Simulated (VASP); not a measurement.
# H (a cell with a defect) in VASP: relaxation of the atoms with PBEsol

Aim: the relaxation of the atoms of H (a cell with a defect) with PBEsol.

Everything below comes from runs of VASP 6.6.1. Logs are shortened: lines on timing, memory, paths and dates and some standing lists are left out, and cuts for length are marked.

## 1. The cell of the first run

The cell holds a defect, 23 atoms: a = 6.649 Å, b = 6.649 Å, c = 10.084 Å, α = 90.00°, β = 90.00°, γ = 120.00°.

## 2. Relaxation of the atoms, PBEsol (atoms taken out)

The input, INCAR:

```
PREC     = Accurate       # precision mode
ENCUT    = 450            # plane-wave cutoff, eV
EDIFF    = 1E-7           # SCF threshold, eV
ISMEAR   = 0              # smearing method
SIGMA    = 0.05           # smearing width, eV
LREAL    = F              # projectors in reciprocal space
LASPH    = T              # aspherical terms in the spheres
NELM     = 120            # most SCF steps
ALGO     = Normal         # electronic algorithm
ISIF     = 2              # what is computed and relaxed
LWAVE    = F              # write WAVECAR
LCHARG   = F              # write CHGCAR
GGA      = PS             # functional
IBRION   = 2              # ionic algorithm
NSW      = 70             # ionic steps
EDIFFG   = -0.02          # ionic threshold
GGA_COMPAT= F            
NELMIN   = 4
```

The input, KPOINTS:

```
Automatic mesh
0
Gamma
  3 3 2
```

The input, POSCAR:

```
H
1.0
    5.7584689341      3.3246535892      0.0000000000
    0.0000000000     -6.6493071784      0.0000000000
    0.0000000000      0.0000000000    -10.0839384176
H
23
Direct
    0.3333333333      0.3333333333      0.9126389239
    1.0000000000      0.6666666667      0.4126389239
    1.0000000000      0.6666666667      0.9126389239
    0.6666666667      0.0000000000      0.4126389239
    0.6666666667      0.0000000000      0.9126389239
    0.6666666667      0.6666666667      0.1626389239
    0.6666666667      0.6666666667      0.6626389239
    0.3333333333      1.0000000000      0.1626389239
    0.3333333333      1.0000000000      0.6626389239
    1.0000000000      0.3333333333      0.1626389239
    1.0000000000      0.3333333333      0.6626389239
    0.6666666667      0.6666666667      0.0873610761
    0.6666666667      0.6666666667      0.5873610761
    0.3333333333      1.0000000000      0.0873610761
    0.3333333333      1.0000000000      0.5873610761
    1.0000000000      0.3333333333      0.0873610761
    1.0000000000      0.3333333333      0.5873610761
    0.3333333333      0.3333333333      0.3373610761
    0.3333333333      0.3333333333      0.8373610761
    1.0000000000      0.6666666667      0.3373610761
    1.0000000000      0.6666666667      0.8373610761
    0.6666666667      0.0000000000      0.3373610761
    0.6666666667      0.0000000000      0.8373610761
```

Potentials or basis: VASP PAW PBE potentials, release 64 (H).

The run is started by

```bash
$ cat potpaw_PBE.64/H/POTCAR > POTCAR
$ mpirun -np 1 vasp_std > vasp.out
```

OUTCAR:

```text
PREC = Accurate
   ENCUT = 450
   EDIFF = 1E-7
   ISMEAR = 0
   LREAL = F
   LASPH = T
   NELM = 120
   ISIF = 2
   GGA = PS
   IBRION = 2
   NSW = 70
   EDIFFG = -0.02
   NELMIN = 4

 ion  position               nearest neighbor table
   1  0.333  0.333  0.913-  19 0.76
   2  0.000  0.667  0.413-  20 0.76
   3  0.000  0.667  0.913-  21 0.76
   4  0.667  0.000  0.413-  22 0.76
   5  0.667  0.000  0.913-  23 0.76
   6  0.667  0.667  0.163-  12 0.76
[... 9 lines left out ...]
  16  0.000  0.333  0.087-  10 0.76
  17  0.000  0.333  0.587-  11 0.76
  18  0.333  0.333  0.337-
  19  0.333  0.333  0.837-   1 0.76
  20  0.000  0.667  0.337-   2 0.76
  21  0.000  0.667  0.837-   3 0.76
  22  0.667  0.000  0.337-   4 0.76
  23  0.667  0.000  0.837-   5 0.76

  LATTYP: Found a hexagonal cell.
 ALAT       =     6.6493071784
 C/A-ratio  =     1.5165397156

  Lattice vectors:

 A1 = (   5.7584689341,   3.3246535892,   0.0000000000)
 A2 = (   0.0000000000,  -6.6493071784,   0.0000000000)
 A3 = (   0.0000000000,   0.0000000000, -10.0839384176)

Analysis of symmetry for initial positions (statically):
=====================================================================
 Subroutine PRICEL returns:
 Original cell was already a primitive cell.

 Routine SETGRP: Setting up the symmetry group for a
 hexagonal supercell.

 Subroutine GETGRP returns: Found  6 space group operations
 (whereof  2 operations were pure point group operations)
 out of a pool of 24 trial point group operations.

The static configuration has the point symmetry C_1h.
 The point group associated with its full space group is C_3v.

Analysis of symmetry for dynamics (positions and initial velocities):
=====================================================================
 Subroutine PRICEL returns:
 Original cell was already a primitive cell.

 Routine SETGRP: Setting up the symmetry group for a
 hexagonal supercell.

 Subroutine GETGRP returns: Found  6 space group operations
 (whereof  2 operations were pure point group operations)
 out of a pool of 24 trial point group operations.

The dynamic configuration has the point symmetry C_1h.
 The point group associated with its full space group is C_3v.

 Subroutine INISYM returns: Found  6 space group operations
 (whereof  2 operations are pure point group operations),
 and found     1 'primitive' translations

----------------------------------------------------------------------------------------

                                     Primitive cell

  volume of cell :     386.1123

  direct lattice vectors                    reciprocal lattice vectors
     5.758468934  3.324653589  0.000000000     0.173657271  0.000000000  0.000000000
     0.000000000 -6.649307178  0.000000000     0.086828635 -0.150391608  0.000000000
     0.000000000  0.000000000-10.083938418     0.000000000  0.000000000 -0.099167603

  length of vectors
     6.649307178  6.649307178 10.083938418     0.173657271  0.173657271  0.099167603

  position of ions in fractional coordinates (direct lattice)
     0.333333333  0.333333333  0.912638924
     0.000000000  0.666666667  0.412638924
     0.000000000  0.666666667  0.912638924
     0.666666667  1.000000000  0.412638924
     0.666666667  1.000000000  0.912638924
     0.666666667  0.666666667  0.162638924
[... 15 lines left out ...]
     0.666666667  1.000000000  0.337361076
     0.666666667  1.000000000  0.837361076

  ion indices of the primitive-cell ions
   primitive index   ion index
                 1           1
                 2           2
                 3           3
                 4           4
                 5           5
                 6           6
[... 15 lines left out ...]
                22          22
                23          23

----------------------------------------------------------------------------------------

 KPOINTS: Automatic mesh

Automatic generation of k-mesh.
 Grid dimensions read from file:
 generate k-points for:    3    3    2

 Generating k-lattice:

  Cartesian coordinates                     Fractional coordinates (reciprocal lattice)
     0.057885757  0.000000000  0.000000000     0.333333333  0.000000000  0.000000000
     0.028942878 -0.050130536  0.000000000     0.000000000  0.333333333  0.000000000
     0.000000000  0.000000000 -0.049583801     0.000000000  0.000000000  0.500000000

  Length of vectors
     0.057885757  0.057885757  0.049583801

  Shift w.r.t. Gamma in fractional coordinates (k-lattice)
     0.000000000  0.000000000  0.000000000

 Subroutine IBZKPT returns following result:
 ===========================================

 Found      6 irreducible k-points:

 Following reciprocal coordinates:
            Coordinates               Weight
  0.000000  0.000000  0.000000      1.000000
  0.333333  0.000000  0.000000      6.000000
  0.333333  0.333333  0.000000      2.000000
  0.000000  0.000000  0.500000      1.000000
  0.333333  0.000000  0.500000      6.000000
  0.333333  0.333333  0.500000      2.000000
   k-points           NKPTS =      6   k-points in BZ     NKDIM =      6   number of bands    NBANDS=     23
   number of dos      NEDOS =    301   number of ions     NIONS =     23
   total plane-waves  NPLWV = 161280
   dimension x,y,z NGX =    48 NGY =   48 NGZ =   70
   dimension x,y,z NGXF=    96 NGYF=   96 NGZF=  140
   ions per type =              23
   NGX,Y,Z   is equivalent  to a cutoff of  12.00, 12.00, 11.54 a.u.
   NGXF,Y,Z  is equivalent  to a cutoff of  24.00, 24.00, 23.08 a.u.
 SYSTEM =  unknown system
   PREC   = accura    normal or accurate (medium, high low for compatibility)
   ISTART =      0    job   : 0-new  1-cont  2-samecut
   ICHARG =      2    charge: 1-file 2-atom 10-const
   ISPIN  =      1    spin polarized calculation?
   LNONCOLLINEAR =      F non collinear calculations
   LSORBIT =      F    spin-orbit coupling
   LASPH  =      T    aspherical Exc in radial PAW
   ENCUT  =  450.0 eV  33.07 Ry    5.75 a.u.  11.50 11.50 17.44*2*pi/ulx,y,z
   NELM   =    120;   NELMIN=  4; NELMDL= -5     # of ELM steps
   EDIFF  = 0.1E-06   stopping-criterion for ELM
   LREAL  =      F    real-space projection
   EDIFFG = -.2E-01   stopping-criterion for IOM
   NSW    =     70    number of steps for IOM
   IBRION =      2    ionic relax: 0-MD 1-quasi-New 2-CG
   NFREE  =      1    steps in history (QN), initial steepest desc. (CG)
   ISIF   =      2    stress and relaxation
   ISYM   =      2    0-nonsym 1-usesym 2-fastsym
   POTIM  = 0.5000    time-step for ionic-motion
   TEBEG  =    0.0;   TEEND  =   0.0 temperature during run
   PSTRESS=    0.0 pullay stress
   NELECT =      23.0000    total number of electrons
   NUPDOWN=      -1.0000    fix difference up-down
   EMIN   =  10.00;   EMAX   =-10.00  energy-range for DOS
   EFERMI =   0.00;   METHOD = LEGACY
   ISMEAR =     0;   SIGMA  =   0.05  broadening in eV -4-tet -1-fermi 0-gaus
   EFERMI_NEDOS =   21; number of points for ismear=-14 and -15
   IALGO  =     38    algorithm
   IMIX   =      4    mixing-type and parameters
     AMIX     =   0.40;   BMIX     =  1.00
     AMIX_MAG =   1.60;   BMIX_MAG =  1.00
  volume/ion in A,a.u.               =      16.79       113.29
  Fermi-wavevector in a.u.,A,eV,Ry     =   0.639361  1.208217  5.561826  0.408783
  Thomas-Fermi vector in A             =   1.705010
   LORBIT       =      0    0 simple, 1 ext, 2 COOP (PROOUT), +10 PAW based schemes
   GGA     = PS    functional components
   LHFCALC =     F    Hartree Fock is set to
   AEXX    =    0.0000 exact exchange contribution
   IVDW    =     0    specifies the selected vdW correction
   LEPSILON=     F    determine dielectric tensor
   LRPA    =     F    only Hartree local field effects (RPA)
 conjugate gradient relaxation of ions
 non-spin polarized calculation
 Gauss-broadening in eV      SIGMA  =   0.05
  energy-cutoff  :      450.00
  volume of cell :      386.11
 maximum number of plane-waves:      8380
 NGX is ok and might be reduce to    48
   NGX = 23   NGY = 23   NGZ = 35

--------------------------------------- Ionic step        1  -------------------------------------------

 number of electron      22.9999985 magnetization

 Free energy of the ion-electron system (eV)
  ---------------------------------------------------
  ext. energy  EPLUGINS =         0.00000000
  ---------------------------------------------------
  free energy    TOTEN  =       -71.71264946 eV

  energy without entropy =      -71.68508203  energy(sigma->0) =      -71.69886575

------------------------ aborting loop because EDIFF is reached ----------------------------------------

  FORCE on cell =-STRESS in cart. coord.  units (eV):
  Direction    XX          YY          ZZ          XY          YZ          ZX
  --------------------------------------------------------------------------------------
  -------------------------------------------------------------------------------------
  Total       -0.8133821     -0.8133821     -0.8206189      0.0000000      0.0000000      0.0000000
  in kB       -3.3751384     -3.3751384     -3.4051674      0.0000000      0.0000000      0.0000000
  external PRESSURE =      -3.3851480 kB  Pullay stress =       0.0000000 kB

 VOLUME and BASIS-vectors are now :
 -----------------------------------------------------------------------------
  energy-cutoff  :      450.00
  volume of cell :      386.11
      direct lattice vectors                 reciprocal lattice vectors
     5.758468934  3.324653589  0.000000000     0.173657271  0.000000000  0.000000000
     0.000000000 -6.649307178  0.000000000     0.086828635 -0.150391608  0.000000000
     0.000000000  0.000000000-10.083938418     0.000000000  0.000000000 -0.099167603
[... 81 lines left out ...]
      3.83898      2.21644     -3.40064         0.000000      0.000000     -0.057482
      3.83898      2.21644     -8.44297        -0.000000      0.000000     -0.041352
 -----------------------------------------------------------------------------------
    total drift:                               -0.000000      0.000000      0.000066

  FREE ENERGIE OF THE ION-ELECTRON SYSTEM (eV)
  ---------------------------------------------------
  free  energy   TOTEN  =       -71.7121144857 eV

  energy  without entropy=      -71.6845457888  energy(sigma->0) =      -71.69833014

--------------------------------------- Ionic step        3  -------------------------------------------

 number of electron      22.9999986 magnetization

 Free energy of the ion-electron system (eV)
  ---------------------------------------------------
  ext. energy  EPLUGINS =         0.00000000
  ---------------------------------------------------
  free energy    TOTEN  =       -71.71284850 eV

  energy without entropy =      -71.68528071  energy(sigma->0) =      -71.69906460

 E-fermi :  -5.3196     XC(G=0):  -4.4841

 val. band max:       -5.3199955075   @ k =   0.3333   0.0000   0.5000
 cond. band min:      -5.3190943480   @ k =   0.3333   0.0000   0.0000
 fundamental gap:      0.0009011594
 Fermi energy:        -5.3196373981

 k-point     1 :       0.0000    0.0000    0.0000
  band No.  band energies     occupation
      1     -10.0747      2.00000
      2      -9.4640      2.00000
      3      -9.4144      2.00000
      4      -9.1066      2.00000
      5      -9.0874      2.00000
      6      -9.0874      2.00000
[... 15 lines left out ...]
     22       3.1295      0.00000
     23       3.1295      0.00000
[... 173 lines left out ...]
      3.83898      2.21644     -3.40149         0.000000      0.000000     -0.002184
      3.83898      2.21644     -8.44358         0.000000      0.000000     -0.001563
 -----------------------------------------------------------------------------------
    total drift:                               -0.000000      0.000000      0.000131

  FREE ENERGIE OF THE ION-ELECTRON SYSTEM (eV)
  ---------------------------------------------------
  free  energy   TOTEN  =       -71.7128484961 eV

  energy  without entropy=      -71.6852807055  energy(sigma->0) =      -71.69906460

 reached required accuracy - stopping structural energy minimisation
```

Wall time 97 s (1 thread of AMD EPYC 7R43 (Zen 3), shared host); peak memory 0.37 GiB.

Results:

```yaml
Free_energy: -71.7128 eV
Energy_gained_by_relaxing: 0.0 meV/atom
Ionic_steps: 3
Pressure_after_relaxing: -0.4 GPa
Largest_force_after_relaxing: 0.019 eV/Å
Band_gap_on_the_k_mesh: zero (an odd number of electrons rules out a gap without spin polarisation)
```

Forces in eV/Å, atoms in the order of the input:
```
H    0.000  0.000  0.001
H    0.000  0.000  0.002
H    0.000  0.000  0.001
H    0.000  0.000  0.002
H    0.000  0.000  0.001
H   -0.017  0.010 -0.001
H    0.002 -0.001  0.004
H    0.000 -0.019 -0.001
H    0.000  0.002  0.004
H    0.017  0.010 -0.001
H   -0.002 -0.001  0.004
H    0.004 -0.002 -0.009
H   -0.005  0.003  0.000
H    0.000  0.004 -0.009
H    0.000 -0.006  0.000
H   -0.004 -0.002 -0.009
H    0.005  0.003  0.000
H    0.000  0.000  0.019
H    0.000  0.000 -0.002
H    0.000  0.000 -0.002
H    0.000  0.000 -0.002
H    0.000  0.000 -0.002
H    0.000  0.000 -0.002
```

Stress tensor (GPa, compression positive):
```
-0.34  0.00  0.00
 0.00 -0.34  0.00
 0.00  0.00 -0.45
```

Step by step:
```
step  energy change (eV)  largest force (eV/Å)  pressure (GPa)
   1              0.0000                0.0566           -0.34
   2              0.0005                0.1080           -0.45
   3             -0.0002                0.0193           -0.38
```

Final structure:
```
CELL_PARAMETERS angstrom
5.75847 3.32465 0.00000
0.00000 -6.64931 0.00000
0.00000 0.00000 -10.08394
ATOMIC_POSITIONS crystal
H 0.33333 0.33333 0.91267
H 0.00000 0.66667 0.41268
H 0.00000 0.66667 0.91267
H 0.66667 0.00000 0.41268
H 0.66667 0.00000 0.91267
H 0.66662 0.66662 0.16273
H 0.66667 0.66667 0.66267
H 0.33333 0.00005 0.16273
H 0.33333 0.00000 0.66267
H 0.00005 0.33333 0.16273
H 0.00000 0.33333 0.66267
H 0.66668 0.66668 0.08729
H 0.66665 0.66665 0.58732
H 0.33333 0.99999 0.08729
H 0.33333 0.00001 0.58732
H 0.99999 0.33333 0.08729
H 0.00001 0.33333 0.58732
H 0.33333 0.33333 0.33733
H 0.33333 0.33333 0.83733
H 0.00000 0.66667 0.33732
H 0.00000 0.66667 0.83733
H 0.66667 0.00000 0.33732
H 0.66667 0.00000 0.83733
```

Levels at points of the mesh, in eV from the Fermi level:
| k point | band 9 | band 10 | band 11 | band 12 | band 13 | band 14 |
| --- | --- | --- | --- | --- | --- | --- |
| (0.00, 0.00, 0.00) | -3.72 | -3.72 | -3.39 | 0.02 | 5.85 | 6.74 |
| (0.00, 0.00, 0.50) | -3.73 | -3.64 | -3.59 | 0.02 | 6.09 | 6.23 |

Caveat: the k points lie up to 0.36 Å⁻¹ apart, too coarse for converged energies and pressures of a metal; the cell differs from its parent crystal (atoms taken out); the PAW data sets were made with another functional, which shifts forces and pressure a little.
